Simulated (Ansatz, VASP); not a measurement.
Two plane-wave programs on ZrTlF6

```
Zr Tl F
1.0
     0.00000    4.44620    4.44620
     4.44620    0.00000    4.44620
     4.44620    4.44620    0.00000
Zr Tl F
1 1 6
Direct
  0.00000 0.00000 0.00000
  0.50000 0.50000 0.50000
  0.77229 0.22771 0.22771
  0.22771 0.77229 0.77229
  0.22771 0.77229 0.22771
  0.77229 0.22771 0.77229
  0.22771 0.22771 0.77229
  0.77229 0.77229 0.22771
```

Alike in both runs: functional PBE; k mesh 8 × 8 × 8; occupations gaussian, width 0.1 eV; no spin polarisation.

Ansatz relaxed the structure, and its values are those at the end. VASP's run is a single point on that final structure, the one shown.

|  | VASP | Ansatz |
| --- | --- | --- |
| version | VASP 6.6.1 | Ansatz 0.2.0 |
| potentials or method | VASP PAW PBE potentials, release 64 (Zr_sv, Tl_d, F), cutoff 520 eV | scalar-relativistic, plane waves, PAW |
| valence electrons in the cell | 67 | 67 |

VASP gave:

- gap on the k mesh at the Fermi level (eV): none
- pressure (GPa): 0.0
- rms of the force components (eV/Å): 0.033

What did Ansatz give for the same quantities?

gap on the k mesh at the Fermi level (eV): none; pressure (GPa): 0.0; rms of the force components (eV/Å): 0.000.

A gap of «none» marks a metal or a gap that the smearing closes. Ansatz's warnings: xc potential rough in thin density.

Neither program's run includes spin-orbit coupling.
